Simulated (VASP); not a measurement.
Here is a VASP 6.6.1 calculation.

The input INCAR:

```
SYSTEM = Tl
PREC = Accurate
ENCUT = 600
EDIFF = 1E-6
ISMEAR = -1
SIGMA = 0.1
LREAL = .FALSE.
LASPH = .TRUE.
NELM = 80
ALGO = Normal
ISIF = 3
LWAVE = .FALSE.
LCHARG = .FALSE.
GGA = PS
IBRION = 2
NSW = 80
EDIFFG = -0.01
```

Contents of KPOINTS:

```
regular mesh
0
G
  10 10 10
  0 0 0
```

Contents of POSCAR:

```
Tl
1.0
    3.1168762379      0.0000000000      0.0000000000
    0.0000000000      3.1168762379      0.0000000000
    0.0000000000      0.0000000000      3.1168762379
Tl
1
Direct
    0.0000000000      0.0000000000      0.0000000000
```

Potentials or basis: VASP PAW PBE potentials, release 64 (Tl_d).

Run with:

```console
$ cat potpaw_PBE.64/Tl_d/POTCAR > POTCAR
$ mpirun -np 1 vasp_std > vasp.out
```

(1) What does it give for the space group after relaxing (to 0.1 Å)?

(2) Predict the relaxed cell.

(3) Estimate the band gap on the k mesh.

(4) What does it give for the relaxed volume?

## Answers

(1) Pm-3m (No. 221).

(2) a = 3.139 Å, b = 3.139 Å, c = 3.139 Å, α = 90.00°, β = 90.00°, γ = 90.00°.

(3) zero (an odd number of electrons rules out a gap without spin polarisation).

(4) 30.94 Å³/atom.

Caveat: the PAW data sets were made with another functional, which shifts forces and pressure a little; spin-orbit coupling is left out, which moves the levels of the heavy elements.
